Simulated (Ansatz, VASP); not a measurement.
## One calculation of Al, two programs

File INCAR:

```
PREC     = Accurate       # precision mode
ENCUT    = 500            # plane-wave cutoff, eV
EDIFF    = 1E-6           # SCF threshold, eV
ISMEAR   = 0              # smearing method
SIGMA    = 0.1            # smearing width, eV
LREAL    = F              # projectors in reciprocal space
LASPH    = T              # aspherical terms in the spheres
NELM     = 200            # most SCF steps
ALGO     = Normal         # electronic algorithm
ISIF     = 2              # what is computed and relaxed
LWAVE    = F              # write WAVECAR
LCHARG   = T              # write CHGCAR
ISPIN    = 2              # spin polarisation
MAGMOM   = 0              # initial moments
LORBIT   = 11             # projections on sites
GGA      = PE             # functional
LELF     = T              # ELF
LVHAR    = T            
NBANDS   = 12             # bands
GGA_COMPAT= F
```

The input KPOINTS:

```
regular mesh
0
Gamma
  10 10 10
```

POSCAR

```
Al
1.0
   -1.5912186900      1.5912186900      1.5912186900
    1.5912186900     -1.5912186900      1.5912186900
    1.5912186900      1.5912186900     -1.5912186900
Al
1
Direct
    0.0000000000      0.0000000000      0.0000000000
```

Input for Ansatz:

```yaml
crystal:
  lattice:
    - [-1.59121869, 1.59121869, 1.59121869]
    - [1.59121869, -1.59121869, 1.59121869]
    - [1.59121869, 1.59121869, -1.59121869]
  atoms:
    - { symbol: Al, position: [0.0, 0.0, 0.0] }
basis:
  ecutwfc: 420
kpoints:
  mp_grid: { grid: [10, 10, 10] }
hamiltonian:
  xc: pbe
scf:
  occupations: { method: gaussian, width: 0.1 }
  max_iter: 83
output:
  forces: true
  stress: true
  eigenvalues: true
magnetization:
  spin_polarized: true
```

Alike in both runs: task single point; functional PBE; k mesh 10 × 10 × 10; occupations gaussian, width 0.1 eV; collinear spin.

```csv
,VASP,Ansatz
version,VASP 6.6.1,Ansatz 0.2.0
potentials or method,"VASP PAW PBE potentials, release 64 (Al), cutoff 500 eV","scalar-relativistic, plane waves, PAW"
valence electrons in the cell,3,3
```

|  | VASP | Ansatz | Ansatz less VASP |
| --- | --- | --- | --- |
| gap on the k mesh at the Fermi level (eV) | none | none | - |
| pressure (GPa) | 4.3 | 4.3 | +0.02 |
| net moment per atom (μB) | 0.00 | 0.00 | 0.000 |

A gap of «none» marks a metal or a gap that the smearing closes. The functional is the same, so the differences come from potentials, cutoffs and numerics. Ansatz's warnings: no starting moments, stability check not made.
